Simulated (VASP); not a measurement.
A run of VASP 6.6.1:

The input INCAR:

```
PREC = Accurate ; ENCUT = 520
EDIFF = 1E-6 ; ISMEAR = -1
SIGMA = 0.05 ; LREAL = False
LASPH = True ; NELM = 80
ALGO = Normal ; ISIF = 2
LWAVE = False ; LCHARG = False
GGA = PS ; NBANDS = 11
```

Contents of KPOINTS:

```
regular mesh
0
Gamma
  19 19 19
```

Contents of POSCAR:

```
Pd
1.0
    0.0000000000      1.7609752020      1.7609752020
    1.7609752020      0.0000000000      1.7609752020
    1.7609752020      1.7609752020      0.0000000000
Pd
1
Direct
    0.0000000000      0.0000000000      0.0000000000
```

Potentials or basis: VASP PAW PBE potentials, release 64 (Pd).

Command:

```console
$ cat potpaw_PBE.64/Pd/POTCAR > POTCAR
$ mpirun -np 1 vasp_std > vasp.out
```

Hardware: 1 thread of Intel(R) Xeon(R) Platinum 8488C (Sapphire Rapids), with other jobs on the host.

**Question.** How long does it take, and how much memory?

**Answer.** It took 15 s on 1 thread of Intel(R) Xeon(R) Platinum 8488C (Sapphire Rapids), on a shared host, peak memory 0.14 GiB. Counts: scf iterations 11, k points 220.
